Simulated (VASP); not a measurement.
# AlGaN2: single point with r2SCAN

AlGaN2:

```
Al Ga N
1.0
     3.26407    0.00000    0.00000
     0.00000    3.26407    0.00000
     0.00000    0.00000    4.31622
Al Ga N
1 1 2
Direct
  0.50000 0.50000 0.50000
  0.00000 0.00000 0.00000
  0.50000 0.00000 0.73844
  0.00000 0.50000 0.26156
```

This cell differs from its parent crystal: biaxial strain in the a-b plane: +4.0 %.

```json
{"Program": "VASP 6.6.1", "Task": "single point", "Functional": "r2SCAN", "Potentials or basis": "VASP PAW PBE potentials, release 64 (Al, Ga_d, N_h)", "Cutoff": "1460 eV", "k mesh": "8 × 8 × 6", "Occupations": "gaussian, width 0.02 eV", "Spin": "no spin polarisation"}
```

```
Pressure               : -10.0 GPa
Largest force          : 0.110 eV/Å
Band gap on the k mesh : 2.98 eV
```

Forces on the atoms (eV/Å):
```
Al   0.000  0.000  0.000
Ga   0.000  0.000  0.000
N    0.000  0.000 -0.110
N    0.000  0.000  0.110
```

Stress tensor (GPa, compression positive):
```
-12.67   0.00   0.00
  0.00 -12.67   0.00
  0.00   0.00  -4.76
```

Levels at points of the mesh, in eV from the valence-band top:
```
           k point  band 10  band 11  band 12  band 13  band 14  band 15  band 16  band 17
(0.00, 0.00, 0.00)    -2.54    -0.04    -0.04     0.00     2.98     3.89     7.38    11.73
(0.50, 0.00, 0.00)    -2.55    -2.45    -1.20    -0.87     7.15     7.53     8.15     8.40
(0.50, 0.50, 0.00)    -2.03    -1.98    -1.98    -1.94     3.97     3.97     7.08     9.56
(0.00, 0.00, 0.50)    -1.70    -1.70    -1.12    -1.12     5.72     5.91     8.06     9.26
(0.50, 0.00, 0.50)    -1.17    -0.72    -0.64    -0.29     5.33     6.79     9.72     9.97
(0.50, 0.50, 0.50)    -3.76    -3.16    -3.03    -3.03     7.08     7.08     9.12    11.19
```

Wall time 8.5 min on 1 thread of Intel(R) Xeon(R) Platinum 8488C (Sapphire Rapids) (shared host), peak memory 0.52 GiB.

Caveat: the cell differs from its parent crystal (biaxial strain in the a-b plane: +4.0 %); the stress differs along the axes, from -13 to -5 GPa; the PAW data sets were made with another functional, which shifts forces and pressure a little.
